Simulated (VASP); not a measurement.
# Ba2CaNi6Ir (Fm-3m) in VASP: single point with PBE

Aim: the single point of Ba2CaNi6Ir with PBE.

Everything below comes from runs of VASP 6.6.1. Logs are shortened: lines on timing, memory, paths and dates and some standing lists are left out, and cuts for length are marked.

### Step 1. The cell of the first run

The structure is cubic, space group Fm-3m (No. 225). The conventional cell has a = 8.726 Å, b = 8.726 Å, c = 8.726 Å, α = 90.00°, β = 90.00°, γ = 90.00°. Ir (site symmetry m-3m) has 6 Ni at 2.03 Å within 2.7 Å. Within 2.7 Å of Ni (site symmetry 4mm) lie 1 Ir at 2.03 Å and 1 Ca at 2.33 Å. Within 4.1 Å of Ba (site symmetry -43m) lie 12 Ni at 3.09 Å and 4 Ir at 3.78 Å and 4 Ca at 3.78 Å. Ca (site symmetry m-3m) has 6 Ni at 2.33 Å within 3.1 Å.

### Step 2. Single point, PBE

Input file INCAR:

```
ALGO = Normal
EDIFF = 1E-6
ENCUT = 520
GGA = PE
ISIF = 2
ISMEAR = -1
LASPH = True
LCHARG = False
LREAL = False
LWAVE = False
NBANDS = 60
NELM = 100
PREC = Accurate
SIGMA = 0.1
```

Input file KPOINTS:

```
k-points
0
Gamma
  4 4 4
```

Input file POSCAR:

```
Ba2CaNi6Ir
1.0
    0.0000000000      4.3630990000      4.3630990000
    4.3630990000      0.0000000000      4.3630990000
    4.3630990000      4.3630990000      0.0000000000
Ir Ni Ba Ca
1 6 2 1
Direct
    0.5000000000      0.5000000000      0.5000000000
    0.7326000000      0.2674000000      0.2674000000
    0.2674000000      0.7326000000      0.2674000000
    0.2674000000      0.7326000000      0.7326000000
    0.7326000000      0.2674000000      0.7326000000
    0.2674000000      0.2674000000      0.7326000000
    0.7326000000      0.7326000000      0.2674000000
    0.2500000000      0.2500000000      0.2500000000
    0.7500000000      0.7500000000      0.7500000000
    0.0000000000      0.0000000000      0.0000000000
```

Potentials or basis: VASP PAW PBE potentials, release 64 (Ir, Ni, Ba_sv, Ca_sv).

Started as:

```sh
cat potpaw_PBE.64/Ir/POTCAR potpaw_PBE.64/Ni/POTCAR potpaw_PBE.64/Ba_sv/POTCAR potpaw_PBE.64/Ca_sv/POTCAR > POTCAR
mpirun -np 1 vasp_std > vasp.out
```

OUTCAR:

```text
EDIFF = 1E-6
   ENCUT = 520
   GGA = PE
   ISIF = 2
   ISMEAR = -1
   LASPH = True
   LREAL = False
   NELM = 100
   PREC = Accurate

 ion  position               nearest neighbor table
   1  0.500  0.500  0.500-   2 2.03   3 2.03   4 2.03   5 2.03   6 2.03   7 2.03   8 3.78   8 3.78
                             8 3.78   8 3.78   9 3.78   9 3.78   9 3.78   9 3.78
   2  0.733  0.267  0.267-   1 2.03  10 2.33   5 2.87   6 2.87   7 2.87   3 2.87   8 3.09   8 3.09
                             9 3.09   9 3.09
   3  0.267  0.733  0.267-   1 2.03  10 2.33   4 2.87   6 2.87   7 2.87   2 2.87   8 3.09   8 3.09
                             9 3.09   9 3.09
   4  0.267  0.733  0.733-   1 2.03  10 2.33   5 2.87   6 2.87   7 2.87   3 2.87   8 3.09   9 3.09
                             8 3.09   9 3.09
   5  0.733  0.267  0.733-   1 2.03  10 2.33   4 2.87   6 2.87   7 2.87   2 2.87   8 3.09   9 3.09
                             8 3.09   9 3.09
   6  0.267  0.267  0.733-   1 2.03  10 2.33   3 2.87   4 2.87   5 2.87   2 2.87   8 3.09   8 3.09
                             9 3.09   9 3.09
   7  0.733  0.733  0.267-   1 2.03  10 2.33   3 2.87   4 2.87   5 2.87   2 2.87   8 3.09   9 3.09
                             8 3.09   9 3.09
   8  0.250  0.250  0.250-   2 3.09   3 3.09   6 3.09   4 3.09   5 3.09   6 3.09   3 3.09   4 3.09
                             7 3.09   2 3.09   5 3.09   7 3.09   1 3.78  10 3.78  10 3.78   1 3.78
   9  0.750  0.750  0.750-   3 3.09   4 3.09   6 3.09   2 3.09   5 3.09   6 3.09   2 3.09   3 3.09
                             7 3.09   4 3.09   5 3.09   7 3.09   1 3.78   1 3.78   1 3.78   1 3.78
  10  0.000  0.000  0.000-   2 2.33   3 2.33   4 2.33   5 2.33   6 2.33   7 2.33   9 3.78   9 3.78
                             9 3.78   8 3.78   9 3.78   8 3.78   8 3.78   8 3.78

  LATTYP: Found a face centered cubic cell.
 ALAT       =     8.7261980000

  Lattice vectors:

 A1 = (   0.0000000000,   4.3630990000,   4.3630990000)
 A2 = (   4.3630990000,   0.0000000000,   4.3630990000)
 A3 = (   4.3630990000,   4.3630990000,   0.0000000000)

Analysis of symmetry for initial positions (statically):
=====================================================================
 Subroutine PRICEL returns:
 Original cell was already a primitive cell.

 Routine SETGRP: Setting up the symmetry group for a
 face centered cubic supercell.

 Subroutine GETGRP returns: Found 48 space group operations
 (whereof 48 operations were pure point group operations)
 out of a pool of 48 trial point group operations.

The static configuration has the point symmetry O_h .

Analysis of symmetry for dynamics (positions and initial velocities):
=====================================================================
 Subroutine PRICEL returns:
 Original cell was already a primitive cell.

 Routine SETGRP: Setting up the symmetry group for a
 face centered cubic supercell.

 Subroutine GETGRP returns: Found 48 space group operations
 (whereof 48 operations were pure point group operations)
 out of a pool of 48 trial point group operations.

The dynamic configuration has the point symmetry O_h .

 Subroutine INISYM returns: Found 48 space group operations
 (whereof 48 operations are pure point group operations),
 and found     1 'primitive' translations

----------------------------------------------------------------------------------------

                                     Primitive cell

  volume of cell :     166.1174

  direct lattice vectors                    reciprocal lattice vectors
     0.000000000  4.363099000  4.363099000    -0.114597446  0.114597446  0.114597446
     4.363099000  0.000000000  4.363099000     0.114597446 -0.114597446  0.114597446
     4.363099000  4.363099000  0.000000000     0.114597446  0.114597446 -0.114597446

  length of vectors
     6.170353780  6.170353780  6.170353780     0.198488598  0.198488598  0.198488598

  position of ions in fractional coordinates (direct lattice)
     0.500000000  0.500000000  0.500000000
     0.732600000  0.267400000  0.267400000
     0.267400000  0.732600000  0.267400000
     0.267400000  0.732600000  0.732600000
     0.732600000  0.267400000  0.732600000
     0.267400000  0.267400000  0.732600000
     0.732600000  0.732600000  0.267400000
     0.250000000  0.250000000  0.250000000
     0.750000000  0.750000000  0.750000000
     0.000000000  0.000000000  0.000000000

  ion indices of the primitive-cell ions
   primitive index   ion index
                 1           1
                 2           2
                 3           3
                 4           4
                 5           5
                 6           6
                 7           7
                 8           8
                 9           9
                10          10

----------------------------------------------------------------------------------------

 KPOINTS: k-points

Automatic generation of k-mesh.
 Grid dimensions read from file:
 generate k-points for:    4    4    4

 Generating k-lattice:

  Cartesian coordinates                     Fractional coordinates (reciprocal lattice)
    -0.028649361  0.028649361  0.028649361     0.250000000  0.000000000  0.000000000
     0.028649361 -0.028649361  0.028649361     0.000000000  0.250000000  0.000000000
     0.028649361  0.028649361 -0.028649361     0.000000000  0.000000000  0.250000000

  Length of vectors
     0.049622150  0.049622150  0.049622150

  Shift w.r.t. Gamma in fractional coordinates (k-lattice)
     0.000000000  0.000000000  0.000000000

 Subroutine IBZKPT returns following result:
 ===========================================

 Found      8 irreducible k-points:

 Following reciprocal coordinates:
            Coordinates               Weight
  0.000000  0.000000  0.000000      1.000000
  0.250000  0.000000  0.000000      8.000000
  0.500000  0.000000  0.000000      4.000000
  0.250000  0.250000  0.000000      6.000000
  0.500000  0.250000  0.000000     24.000000
 -0.250000  0.250000  0.000000     12.000000
  0.500000  0.500000  0.000000      3.000000
 -0.250000  0.500000  0.250000      6.000000
   k-points           NKPTS =      8   k-points in BZ     NKDIM =      8   number of bands    NBANDS=     60
   number of dos      NEDOS =    301   number of ions     NIONS =     10
   total plane-waves  NPLWV = 110592
   dimension x,y,z NGX =    48 NGY =   48 NGZ =   48
   dimension x,y,z NGXF=    96 NGYF=   96 NGZF=   96
   ions per type =               1   6   2   1
   NGX,Y,Z   is equivalent  to a cutoff of  12.93, 12.93, 12.93 a.u.
   NGXF,Y,Z  is equivalent  to a cutoff of  25.86, 25.86, 25.86 a.u.
 SYSTEM =  unknown system
   PREC   = accura    normal or accurate (medium, high low for compatibility)
   ISTART =      0    job   : 0-new  1-cont  2-samecut
   ICHARG =      2    charge: 1-file 2-atom 10-const
   ISPIN  =      1    spin polarized calculation?
   LNONCOLLINEAR =      F non collinear calculations
   LSORBIT =      F    spin-orbit coupling
   LASPH  =      T    aspherical Exc in radial PAW
   ENCUT  =  520.0 eV  38.22 Ry    6.18 a.u.  11.47 11.47 11.47*2*pi/ulx,y,z
   NELM   =    100;   NELMIN=  2; NELMDL= -5     # of ELM steps
   EDIFF  = 0.1E-05   stopping-criterion for ELM
   LREAL  =      F    real-space projection
   EDIFFG = 0.1E-04   stopping-criterion for IOM
   NSW    =      0    number of steps for IOM
   IBRION =     -1    ionic relax: 0-MD 1-quasi-New 2-CG
   NFREE  =      0    steps in history (QN), initial steepest desc. (CG)
   ISIF   =      2    stress and relaxation
   ISYM   =      2    0-nonsym 1-usesym 2-fastsym
   POTIM  = 0.5000    time-step for ionic-motion
   TEBEG  =    0.0;   TEEND  =   0.0 temperature during run
   PSTRESS=    0.0 pullay stress
   NELECT =      99.0000    total number of electrons
   NUPDOWN=      -1.0000    fix difference up-down
   EMIN   =  10.00;   EMAX   =-10.00  energy-range for DOS
   EFERMI =   0.00;   METHOD = LEGACY
   ISMEAR =    -1;   SIGMA  =   0.10  broadening in eV -4-tet -1-fermi 0-gaus
   EFERMI_NEDOS =   21; number of points for ismear=-14 and -15
   IALGO  =     38    algorithm
   IMIX   =      4    mixing-type and parameters
     AMIX     =   0.40;   BMIX     =  1.00
     AMIX_MAG =   1.60;   BMIX_MAG =  1.00
  volume/ion in A,a.u.               =      16.61       112.10
  Fermi-wavevector in a.u.,A,eV,Ry     =   1.377679  2.603437 25.823865  1.898001
  Thomas-Fermi vector in A             =   2.502811
   LORBIT       =      0    0 simple, 1 ext, 2 COOP (PROOUT), +10 PAW based schemes
   GGA     = PE    functional components
   LHFCALC =     F    Hartree Fock is set to
   AEXX    =    0.0000 exact exchange contribution
   IVDW    =     0    specifies the selected vdW correction
   LEPSILON=     F    determine dielectric tensor
   LRPA    =     F    only Hartree local field effects (RPA)
 non-spin polarized calculation
  energy-cutoff  :      520.00
  volume of cell :      166.12
 maximum number of plane-waves:      4520
 NGX is ok and might be reduce to    48
   NGX = 23   NGY = 23   NGZ = 23

 number of electron      99.0000021 magnetization

 Free energy of the ion-electron system (eV)
  ---------------------------------------------------
  ext. energy  EPLUGINS =         0.00000000
  ---------------------------------------------------
  free energy    TOTEN  =       -33.76982453 eV

  energy without entropy =      -33.31893068  energy(sigma->0) =      -33.54437760

 E-fermi :   6.6139     XC(G=0): -11.4891

 val. band max:        6.6119907022   @ k =   0.5000   0.5000   0.0000
 cond. band min:       6.6196314442   @ k =   0.2500   0.0000   0.0000
 fundamental gap:      0.0076407421
 Fermi energy:         6.6139168523

 k-point     1 :       0.0000    0.0000    0.0000
  band No.  band energies     occupation
      1     -33.2581      2.00000
      2     -20.0256      2.00000
      3     -19.9489      2.00000
      4     -14.6104      2.00000
      5     -14.6104      2.00000
      6     -14.6104      2.00000
[... 493 lines left out ...]
     59       9.2154      0.00000
     60       9.4591      0.00000

------------------------ aborting loop because EDIFF is reached ----------------------------------------

  FORCE on cell =-STRESS in cart. coord.  units (eV):
  Direction    XX          YY          ZZ          XY          YZ          ZX
  --------------------------------------------------------------------------------------
  -------------------------------------------------------------------------------------
  Total       45.7780307     45.7780307     45.7780307     -0.0000000     -0.0000000     -0.0000000
  in kB      441.5221446    441.5221446    441.5221446     -0.0000000     -0.0000000     -0.0000000
  external PRESSURE =     441.5221446 kB  Pullay stress =       0.0000000 kB

 VOLUME and BASIS-vectors are now :
 -----------------------------------------------------------------------------
  energy-cutoff  :      520.00
  volume of cell :      166.12
      direct lattice vectors                 reciprocal lattice vectors
     0.000000000  4.363099000  4.363099000    -0.114597446  0.114597446  0.114597446
     4.363099000  0.000000000  4.363099000     0.114597446 -0.114597446  0.114597446
     4.363099000  4.363099000  0.000000000     0.114597446  0.114597446 -0.114597446

 POSITION                                       TOTAL-FORCE (eV/Angst)
 -----------------------------------------------------------------------------------
      4.36310      4.36310      4.36310        -0.000000      0.000000      0.000000
      2.33339      4.36310      4.36310        -5.544569      0.000000      0.000000
      4.36310      2.33339      4.36310        -0.000000     -5.544569      0.000000
      6.39281      4.36310      4.36310         5.544569      0.000000      0.000000
      4.36310      6.39281      4.36310        -0.000000      5.544569      0.000000
      4.36310      4.36310      2.33339        -0.000000      0.000000     -5.544569
      4.36310      4.36310      6.39281        -0.000000      0.000000      5.544569
      2.18155      2.18155      2.18155        -0.000000     -0.000000     -0.000000
      6.54465      6.54465      6.54465        -0.000000      0.000000     -0.000000
      0.00000      0.00000      0.00000        -0.000000      0.000000      0.000000
 -----------------------------------------------------------------------------------
    total drift:                                0.000000      0.000000      0.000000

  FREE ENERGIE OF THE ION-ELECTRON SYSTEM (eV)
  ---------------------------------------------------
  free  energy   TOTEN  =       -33.7698245251 eV

  energy  without entropy=      -33.3189306764  energy(sigma->0) =      -33.54437760
```

It took 2.7 min on 1 thread of Intel Xeon Platinum 8259CL at 2.50GHz (Skylake/Cascade Lake), shared host; peak memory 0.37 GiB.

What came out:

* Free energy: -33.7698 eV
* Pressure: 44.2 GPa
* Largest force: 5.545 eV/Å
* Band gap on the k mesh: zero (an odd number of electrons rules out a gap without spin polarisation)

Forces in eV/Å, atoms in the order of the input:
```
Ir   0.000  0.000  0.000
Ni  -5.545  0.000  0.000
Ni   0.000 -5.545  0.000
Ni   5.545  0.000  0.000
Ni   0.000  5.545  0.000
Ni   0.000  0.000 -5.545
Ni   0.000  0.000  5.545
Ba   0.000  0.000  0.000
Ba   0.000  0.000  0.000
Ca   0.000  0.000  0.000
```

Caveat: the cell stands under pressure; spin-orbit coupling is left out, which moves the levels of the heavy elements; forces of over 1 eV/Å act on the atoms, so gaps and moduli don't describe the material at rest.
